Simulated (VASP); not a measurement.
# LiF (Pm-3m) in VASP: further runs

The runs below take LiF through single point, with PBEsol+D3(BJ), r2SCAN+D3(BJ).

All numbers are computed with VASP 6.6.1; they aren't measurements. Logs are shortened: lines on timing, memory, paths and dates and some standing lists are left out, and cuts for length are marked.

### 1 The cell of the first run

It takes space group Pm-3m (No. 221, cubic). Conventional cell: a = 2.455 Å, b = 2.455 Å, c = 2.455 Å, α = 90.00°, β = 90.00°, γ = 90.00°. Within 2.8 Å of Li (site symmetry m-3m) lie 8 F at 2.13 Å and 6 Li at 2.46 Å. F (site symmetry m-3m) has 8 Li at 2.13 Å and 6 F at 2.46 Å within 2.8 Å.

### 2 Single point, PBEsol+D3(BJ)

INCAR reads:

```
PREC = Accurate ; ENCUT = 520
EDIFF = 1E-6 ; ISMEAR = 0
SIGMA = 0.02 ; LREAL = False
LASPH = True ; NELM = 100
ALGO = Normal ; ISIF = 2
LWAVE = False ; LCHARG = True
GGA = PS ; IVDW = 12
LELF = True ; LVHAR = True
NBANDS = 12
```

KPOINTS reads:

```
regular mesh
0
Gamma
  10 10 10
```

POSCAR reads:

```
LiF
1.0
    2.4550000000      0.0000000000      0.0000000000
    0.0000000000      2.4550000000      0.0000000000
    0.0000000000      0.0000000000      2.4550000000
Li F
1 1
Direct
    0.0000000000      0.0000000000      0.0000000000
    0.5000000000      0.5000000000      0.5000000000
```

Potentials or basis: VASP PAW PBE potentials, release 64 (Li_sv, F).

Run with:

```console
> cat potpaw_PBE.64/Li_sv/POTCAR potpaw_PBE.64/F/POTCAR > POTCAR
> mpirun -np 1 vasp_std > vasp.out
```

OUTCAR:

```text
PREC = Accurate
   ENCUT = 520
   EDIFF = 1E-6
   ISMEAR = 0
   LREAL = False
   LASPH = True
   NELM = 100
   ISIF = 2
   GGA = PS
   IVDW = 12
 IVDW          = 12

 ion  position               nearest neighbor table
   1  0.000  0.000  0.000-   2 2.13   2 2.13   2 2.13   2 2.13   2 2.13   2 2.13   2 2.13   2 2.13

   2  0.500  0.500  0.500-   1 2.13   1 2.13   1 2.13   1 2.13   1 2.13   1 2.13   1 2.13   1 2.13

  LATTYP: Found a simple cubic cell.
 ALAT       =     2.4550000000

  Lattice vectors:

 A1 = (   2.4550000000,   0.0000000000,   0.0000000000)
 A2 = (   0.0000000000,   2.4550000000,   0.0000000000)
 A3 = (   0.0000000000,   0.0000000000,   2.4550000000)

Analysis of symmetry for initial positions (statically):
=====================================================================
 Subroutine PRICEL returns:
 Original cell was already a primitive cell.

 Routine SETGRP: Setting up the symmetry group for a
 simple cubic supercell.

 Subroutine GETGRP returns: Found 48 space group operations
 (whereof 48 operations were pure point group operations)
 out of a pool of 48 trial point group operations.

The static configuration has the point symmetry O_h .

Analysis of symmetry for dynamics (positions and initial velocities):
=====================================================================
 Subroutine PRICEL returns:
 Original cell was already a primitive cell.

 Routine SETGRP: Setting up the symmetry group for a
 simple cubic supercell.

 Subroutine GETGRP returns: Found 48 space group operations
 (whereof 48 operations were pure point group operations)
 out of a pool of 48 trial point group operations.

The dynamic configuration has the point symmetry O_h .

 Subroutine INISYM returns: Found 48 space group operations
 (whereof 48 operations are pure point group operations),
 and found     1 'primitive' translations

----------------------------------------------------------------------------------------

                                     Primitive cell

  volume of cell :      14.7963

  direct lattice vectors                    reciprocal lattice vectors
     2.455000000  0.000000000  0.000000000     0.407331976  0.000000000  0.000000000
     0.000000000  2.455000000  0.000000000     0.000000000  0.407331976  0.000000000
     0.000000000  0.000000000  2.455000000     0.000000000  0.000000000  0.407331976

  length of vectors
     2.455000000  2.455000000  2.455000000     0.407331976  0.407331976  0.407331976

  position of ions in fractional coordinates (direct lattice)
     0.000000000  0.000000000  0.000000000
     0.500000000  0.500000000  0.500000000

  ion indices of the primitive-cell ions
   primitive index   ion index
                 1           1
                 2           2

----------------------------------------------------------------------------------------

 KPOINTS: regular mesh

Automatic generation of k-mesh.
 Grid dimensions read from file:
 generate k-points for:   10   10   10

 Generating k-lattice:

  Cartesian coordinates                     Fractional coordinates (reciprocal lattice)
     0.040733198  0.000000000  0.000000000     0.100000000  0.000000000  0.000000000
     0.000000000  0.040733198  0.000000000     0.000000000  0.100000000  0.000000000
     0.000000000  0.000000000  0.040733198     0.000000000  0.000000000  0.100000000

  Length of vectors
     0.040733198  0.040733198  0.040733198

  Shift w.r.t. Gamma in fractional coordinates (k-lattice)
     0.000000000  0.000000000  0.000000000

 Subroutine IBZKPT returns following result:
 ===========================================

 Found     56 irreducible k-points:

 Following reciprocal coordinates:
            Coordinates               Weight
  0.000000  0.000000  0.000000      1.000000
  0.100000  0.000000  0.000000      6.000000
  0.200000  0.000000  0.000000      6.000000
  0.300000  0.000000  0.000000      6.000000
  0.400000  0.000000  0.000000      6.000000
  0.500000  0.000000  0.000000      3.000000
[... 16 lines left out ...]
  0.200000  0.100000  0.100000     24.000000
  0.300000  0.100000  0.100000     24.000000
 [... further k-points ...]
   k-points           NKPTS =     56   k-points in BZ     NKDIM =     56   number of bands    NBANDS=     12
   number of dos      NEDOS =    301   number of ions     NIONS =      2
   total plane-waves  NPLWV =   5832
   dimension x,y,z NGX =    18 NGY =   18 NGZ =   18
   dimension x,y,z NGXF=    36 NGYF=   36 NGZF=   36
   ions per type =               1   1
   NGX,Y,Z   is equivalent  to a cutoff of  12.19, 12.19, 12.19 a.u.
   NGXF,Y,Z  is equivalent  to a cutoff of  24.38, 24.38, 24.38 a.u.
 SYSTEM =  unknown system
   PREC   = accura    normal or accurate (medium, high low for compatibility)
   ISTART =      0    job   : 0-new  1-cont  2-samecut
   ICHARG =      2    charge: 1-file 2-atom 10-const
   ISPIN  =      1    spin polarized calculation?
   LNONCOLLINEAR =      F non collinear calculations
   LSORBIT =      F    spin-orbit coupling
   LASPH  =      T    aspherical Exc in radial PAW
   ENCUT  =  520.0 eV  38.22 Ry    6.18 a.u.   4.56  4.56  4.56*2*pi/ulx,y,z
   NELM   =    100;   NELMIN=  2; NELMDL= -5     # of ELM steps
   EDIFF  = 0.1E-05   stopping-criterion for ELM
   LREAL  =      F    real-space projection
   EDIFFG = 0.1E-04   stopping-criterion for IOM
   NSW    =      0    number of steps for IOM
   IBRION =     -1    ionic relax: 0-MD 1-quasi-New 2-CG
   NFREE  =      0    steps in history (QN), initial steepest desc. (CG)
   ISIF   =      2    stress and relaxation
   ISYM   =      2    0-nonsym 1-usesym 2-fastsym
   POTIM  = 0.5000    time-step for ionic-motion
   TEBEG  =    0.0;   TEEND  =   0.0 temperature during run
   PSTRESS=    0.0 pullay stress
   NELECT =      10.0000    total number of electrons
   NUPDOWN=      -1.0000    fix difference up-down
   EMIN   =  10.00;   EMAX   =-10.00  energy-range for DOS
   EFERMI =   0.00;   METHOD = LEGACY
   ISMEAR =     0;   SIGMA  =   0.02  broadening in eV -4-tet -1-fermi 0-gaus
   EFERMI_NEDOS =   21; number of points for ismear=-14 and -15
   IALGO  =     38    algorithm
   IMIX   =      4    mixing-type and parameters
     AMIX     =   0.40;   BMIX     =  1.00
     AMIX_MAG =   1.60;   BMIX_MAG =  1.00
  volume/ion in A,a.u.               =       7.40        49.93
  Fermi-wavevector in a.u.,A,eV,Ry     =   1.436669  2.714910 28.082660  2.064017
  Thomas-Fermi vector in A             =   2.555832
   LORBIT       =      0    0 simple, 1 ext, 2 COOP (PROOUT), +10 PAW based schemes
   GGA     = PS    functional components
   LHFCALC =     F    Hartree Fock is set to
   AEXX    =    0.0000 exact exchange contribution
   IVDW    =    12    specifies the selected vdW correction
   LEPSILON=     F    determine dielectric tensor
   LRPA    =     F    only Hartree local field effects (RPA)
 non-spin polarized calculation
 Gauss-broadening in eV      SIGMA  =   0.02
  energy-cutoff  :      520.00
  volume of cell :       14.80
 maximum number of plane-waves:       432
   NGX =  9   NGY =  9   NGZ =  9

 number of electron      10.0000001 magnetization

 Free energy of the ion-electron system (eV)
  ---------------------------------------------------
  ext. energy  EPLUGINS =         0.00000000
  ---------------------------------------------------
  free energy    TOTEN  =        -9.25774856 eV

  energy without entropy =       -9.25774856  energy(sigma->0) =       -9.25774856

 E-fermi :   1.2328     XC(G=0): -10.7665

 val. band max:        0.9319703534   @ k =   0.5000   0.5000   0.0000
 cond. band min:       9.4138507955   @ k =   0.0000   0.0000   0.0000
 fundamental gap:      8.4818804421
 Fermi energy:         1.2328073593

 k-point     1 :       0.0000    0.0000    0.0000
  band No.  band energies     occupation
      1     -41.0915      2.00000
      2     -20.3305      2.00000
      3       0.1163      2.00000
      4       0.1163      2.00000
      5       0.1163      2.00000
      6       9.4139      0.00000
      7      20.2504      0.00000
      8      20.2504      0.00000
      9      23.2185      0.00000
     10      23.2185      0.00000
     11      23.2185      0.00000
     12      41.5866      0.00000

 k-point     2 :       0.1000    0.0000    0.0000
  band No.  band energies     occupation
      1     -41.0841      2.00000
      2     -20.2807      2.00000
      3      -0.2972      2.00000
      4       0.1600      2.00000
      5       0.1600      2.00000
      6       9.6464      0.00000
      7      19.0329      0.00000
      8      20.4978      0.00000
      9      23.1500      0.00000
     10      23.1500      0.00000
     11      25.1103      0.00000
     12      40.0078      0.00000

 k-point     3 :       0.2000    0.0000    0.0000
  band No.  band energies     occupation
      1     -41.0638      2.00000
      2     -20.1428      2.00000
      3      -1.2729      2.00000
      4       0.2765      2.00000
      5       0.2765      2.00000
      6      10.1107      0.00000
      7      17.5935      0.00000
      8      21.2407      0.00000
      9      22.9507      0.00000
     10      22.9507      0.00000
     11      28.5667      0.00000
     12      36.2088      0.00000
[... 286 lines left out ...]
 k-point    23 :       0.2000    0.1000    0.1000
  band No.  band energies     occupation
      1     -41.0495      2.00000
      2     -20.0323      2.00000
      3      -1.1900      2.00000
      4      -0.1453      2.00000
      5      -0.0415      2.00000
      6      10.7146      0.00000
      7      17.4962      0.00000
      8      19.0957      0.00000
      9      22.8977      0.00000
     10      25.8015      0.00000
     11      29.0153      0.00000
     12      34.2319      0.00000

 k-point    24 :       0.3000    0.1000    0.1000
  band No.  band energies     occupation
      1     -41.0253      2.00000
      2     -19.8472      2.00000
      3      -2.2509      2.00000
      4      -0.0317      2.00000
      5       0.1341      2.00000
      6      11.1589      0.00000
      7      16.5626      0.00000
      8      19.3983      0.00000
      9      22.8445      0.00000
     10      25.7601      0.00000
     11      32.3325      0.00000
     12      32.3581      0.00000

 [... further k-points ...]

------------------------ aborting loop because EDIFF is reached ----------------------------------------

 Edisp (eV)   -0.31885

 E8    (eV) :    -0.1884

  FORCE on cell =-STRESS in cart. coord.  units (eV):
  Direction    XX          YY          ZZ          XY          YZ          ZX
  --------------------------------------------------------------------------------------
  -------------------------------------------------------------------------------------
  Total       0.30507     0.30507     0.30507     0.00000     0.00000    -0.00000
  in kB      33.03388    33.03388    33.03388     0.00000     0.00000    -0.00000
  external pressure =       33.03 kB  Pullay stress =        0.00 kB

 VOLUME and BASIS-vectors are now :
 -----------------------------------------------------------------------------
  energy-cutoff  :      520.00
  volume of cell :       14.80
      direct lattice vectors                 reciprocal lattice vectors
     2.455000000  0.000000000  0.000000000     0.407331976  0.000000000  0.000000000
     0.000000000  2.455000000  0.000000000     0.000000000  0.407331976  0.000000000
     0.000000000  0.000000000  2.455000000     0.000000000  0.000000000  0.407331976

 POSITION                                       TOTAL-FORCE (eV/Angst)
 -----------------------------------------------------------------------------------
      0.00000      0.00000      0.00000         0.000000      0.000000      0.000000
      1.22750      1.22750      1.22750         0.000000      0.000000      0.000000
 -----------------------------------------------------------------------------------
    total drift:                                0.000000     -0.000000      0.000000

  FREE ENERGIE OF THE ION-ELECTRON SYSTEM (eV)
  ---------------------------------------------------
  free  energy   TOTEN  =        -9.5765968113 eV

  energy  without entropy=       -9.5765968113  energy(sigma->0) =       -9.57659681
```

Run time: 12 s. Hardware: 1 thread of Intel Xeon Platinum 8259CL at 2.50GHz (Skylake/Cascade Lake), shared host; peak memory 0.13 GiB.

What came out:

| Property | Result |
| --- | --- |
| Free energy | -9.5766 eV |
| Band gap on the k mesh | 8.48 eV (least direct gap 9.30 eV) |
| Dispersion energy per atom | -0.159 eV |

Caveat: the cutoff is under 1.25 times the usual one of these potentials, so pressure, stress and relaxed cells hold a basis-set (Pulay) error; the PAW data sets were made with another functional, which shifts forces and pressure a little.

### 3 Single point, r2SCAN+D3(BJ) (7.40 Å³/atom)

POSCAR is that of step 2.

INCAR.step1 reads:

```
ALGO = Normal ; EDIFF = 1E-4
ENCUT = 520 ; GGA = PE
ISMEAR = 0 ; LASPH = T
LCHARG = F ; LREAL = F
LWAVE = T ; NBANDS = 12
NELM = 80 ; PREC = Accurate
SIGMA = 0.02
```

INCAR.step2 reads:

```
ALGO = Normal ; EDIFF = 1E-6
ENCUT = 520 ; ISIF = 2
ISMEAR = 0 ; ISTART = 1
IVDW = 12 ; LASPH = T
LCHARG = F ; LMIXTAU = T
LREAL = F ; LWAVE = F
METAGGA = R2SCAN ; NBANDS = 12
NELM = 80 ; PREC = Accurate
SIGMA = 0.02 ; VDW_A1 = 0.49484001
VDW_A2 = 5.73083694 ; VDW_S6 = 1.0
VDW_S8 = 0.78981345
```

KPOINTS reads:

```
k-points
0
Gamma
  10 10 10
```

Potentials or basis: VASP PAW PBE potentials, release 64 (Li_sv, F).

Run with:

```console
> cat potpaw_PBE.64/Li_sv/POTCAR potpaw_PBE.64/F/POTCAR > POTCAR
> cp INCAR.step1 INCAR
> mpirun -np 1 vasp_std > vasp.out
> cp INCAR.step2 INCAR
> mpirun -np 1 vasp_std > vasp.out
```

It took 41 s on 1 thread of Intel Xeon Platinum 8259CL at 2.50GHz (Skylake/Cascade Lake), shared host; peak memory 0.13 GiB.

The run converged. Its results:

```yaml
Free_energy: -11.4452 eV
Band_gap_on_the_k_mesh: 9.88 eV (least direct gap 10.71 eV)
Dispersion_energy_per_atom: -0.093 eV
```

Levels at points of the mesh, in eV from the valence-band top:
```
           k point  band 2  band 3  band 4  band 5  band 6  band 7  band 8  band 9
(0.00, 0.00, 0.00)  -22.51   -0.83   -0.83   -0.83    9.88   20.67   20.67   24.35
(0.50, 0.00, 0.00)  -21.95   -4.27   -0.35   -0.35   10.87   16.94   23.20   23.20
(0.50, 0.50, 0.00)  -21.26   -3.89   -3.89    0.00   15.51   15.96   15.96   21.99
(0.50, 0.50, 0.50)  -20.68   -2.74   -2.74   -2.74   12.52   12.52   12.52   27.59
```

Caveat: the cutoff is under 1.25 times the usual one of these potentials, so pressure, stress and relaxed cells hold a basis-set (Pulay) error; the PAW data sets were made with another functional, which shifts forces and pressure a little. A k mesh can miss the band edges.
